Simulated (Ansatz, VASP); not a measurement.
ScCu in VASP and in Ansatz

```
Sc Cu
1.0
     3.16706    0.00000    0.00000
     0.00000    3.16706    0.00000
     0.00000    0.00000    3.16706
Sc Cu
1 1
Direct
  0.50000 0.50000 0.50000
  0.00000 0.00000 0.00000
```

Alike in both runs: functional LDA; k mesh 13 × 13 × 13; occupations fermi-dirac, width 0.05 eV; no spin polarisation.

Ansatz relaxed the structure, and its values are those at the end. VASP's run is a single point on that final structure, the one shown.

```csv
,VASP,Ansatz
version,VASP 6.6.1,Ansatz 0.2.0
potentials or method,"VASP PAW LDA potentials, release 64 (Sc_sv, Cu), cutoff 520 eV","all-electron LAPW, scalar-relativistic"
```

```csv
,VASP,Ansatz,Ansatz less VASP
pressure (GPa),0.6,0.0,-0.65
```

LDA's correlation is that of Perdew and Zunger in VASP and of Perdew and Wang (1992) in Ansatz. Ansatz ran all-electron here, and VASP with PAW potentials.
